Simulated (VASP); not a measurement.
The system is Mg3O.

```
Mg O
1.0
    -1.92537    1.92537    4.30084
     1.92537   -1.92537    4.30084
     1.92537    1.92537   -4.30084
Mg O
3 1
Direct
  0.50000 0.50000 0.00000
  0.25000 0.75000 0.50000
  0.75000 0.25000 0.50000
  0.00000 0.00000 0.00000
```

* Program: VASP 6.6.1
* Task: relaxation of cell and atoms
* Functional: PBE
* Potentials or basis: VASP PAW PBE potentials, release 64 (Mg, O)
* Cutoff: 600 eV
* k mesh: 16 × 16 × 16
* Occupations: gaussian, width 0.1 eV
* Spin: no spin polarisation

At the start: pressure 3.3 GPa; volume 15.94 Å³/atom.

**Question.** Where does the relaxation end?

**Answer.** Over 10 steps the energy falls by 55.7 meV/atom and the volume is 16.79 Å³/atom (+5.3 %); space group I4/mmm (No. 139, to 0.1 Å) before and after.

Step by step:
| step | energy change (eV) | largest force (eV/Å) | pressure (GPa) | volume (Å³) |
| --- | --- | --- | --- | --- |
| 1 | 0.0000 | 0.0000 | 3.27 | 63.77 |
| 2 | -0.1144 | 0.0000 | 0.21 | 66.78 |
| 3 | -0.1500 | 0.0000 | -1.89 | 69.45 |
| 4 | -0.1510 | 0.0000 | -2.24 | 69.97 |
| 5 | -0.2051 | 0.0000 | -1.11 | 68.33 |
| 6 | -0.2222 | 0.0000 | 0.07 | 66.96 |
| 7 | -0.2224 | 0.0000 | 0.23 | 66.79 |
| 8 | -0.2224 | 0.0000 | 0.16 | 66.86 |
| 9 | -0.2227 | 0.0000 | 0.02 | 67.05 |
| 10 | -0.2227 | 0.0000 | -0.04 | 67.15 |

Final structure:
```cif
data_structure
_symmetry_space_group_name_H-M 'P 1'
_symmetry_Int_Tables_number 1
_cell_length_a 5.5476
_cell_length_b 5.5476
_cell_length_c 5.5476
_cell_angle_alpha 140.978
_cell_angle_beta 140.978
_cell_angle_gamma 56.371
_cell_volume 67.15
loop_
_atom_site_label
_atom_site_type_symbol
_atom_site_fract_x
_atom_site_fract_y
_atom_site_fract_z
_atom_site_occupancy
Mg1 Mg 0.50000 0.50000 0.00000 1
Mg2 Mg 0.25000 0.75000 0.50000 1
Mg3 Mg 0.75000 0.25000 0.50000 1
O1 O 0.00000 0.00000 0.00000 1
```
